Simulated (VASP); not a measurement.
Input of a VASP 6.6.1 run:

The input INCAR:

```
SYSTEM = HfN
PREC = Accurate
ENCUT = 520
EDIFF = 1E-6
ISMEAR = 0
SIGMA = 0.1
LREAL = .FALSE.
LASPH = .TRUE.
NELM = 60
ALGO = Normal
ISIF = 2
LWAVE = .FALSE.
LCHARG = .FALSE.
GGA = PE
NBANDS = 14
```

Contents of KPOINTS:

```
regular mesh
0
G
  16 16 16
  0 0 0
```

POSCAR

```
HfN
1.0
    0.0000000000      2.2509252724      2.2509252724
    2.2509252724      0.0000000000      2.2509252724
    2.2509252724      2.2509252724      0.0000000000
Hf N
1 1
Direct
    0.0000000000      0.0000000000      0.0000000000
    0.5000000000      0.5000000000      0.5000000000
```

Potentials or basis: VASP PAW PBE potentials, release 64 (Hf_pv, N).

Command:

```console
$ cat potpaw_PBE.64/Hf_pv/POTCAR potpaw_PBE.64/N/POTCAR > POTCAR
$ mpirun -np 1 vasp_std > vasp.out
```

Estimate the pressure.

6.1 GPa.
